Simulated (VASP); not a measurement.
Write the native input for VASP 6.6.1 that does the following.

* Task: single point
* Functional: PBE
* Potentials or basis: VASP PAW PBE potentials, release 64 (Pd)
* Cutoff: 520 eV
* k mesh: 14 × 14 × 1
* Occupations: methfessel-paxton, width 0.1 eV
* Spin: no spin polarisation
* Dipole correction: yes
* Further INCAR settings: ALGO = Normal; EDIFF = 1e-06; NBANDS = 44

The structure of Pd lies in POSCAR:

```
Pd
1.0
    2.7874972112      0.0000000003      0.0000000000
    1.3937486053      2.4140433980      0.0000000000
    0.0000000000      0.0000000000     29.6558916520
Pd
7
Direct
    0.0000000000      0.0000000000      0.2697113502
    0.3333333333      0.3333333333      0.3469291334
    0.6666666667      0.6666666667      0.4234477564
    0.0000000000      0.0000000000      0.4999999991
    0.3333333333      0.3333333333      0.5765522473
    0.6666666667      0.6666666667      0.6530708689
    0.0000000000      0.0000000000      0.7302886447
```

One way to write it, as run:

INCAR

```
SYSTEM = Pd
PREC = Accurate ; ENCUT = 520
EDIFF = 1E-6 ; ISMEAR = 1
SIGMA = 0.1 ; LREAL = .False.
LASPH = .True. ; NELM = 60
ALGO = Normal ; ISIF = 2
LWAVE = .False. ; LCHARG = .False.
LDIPOL = .True. ; IDIPOL = 3
DIPOL = 0.5 0.5 0.500 ; GGA = PE
NBANDS = 44
```

KPOINTS

```
regular mesh
0
Gamma
  14 14 1
  0 0 0
```

Potentials or basis: VASP PAW PBE potentials, release 64 (Pd).

Run with:

```sh
$ cat potpaw_PBE.64/Pd/POTCAR > POTCAR
$ mpirun -np 1 vasp_std > vasp.out
```

It gave:

```json
{"Largest force": "0.011 eV/Å", "Band gap on the k mesh": "zero (band 35 reaches 2.79 eV, above the bottom of band 36 at 1.89 eV)"}
```

Wall time 12 min on 1 thread of AMD EPYC 7R13, with other jobs on the host, peak memory 0.4 GiB.
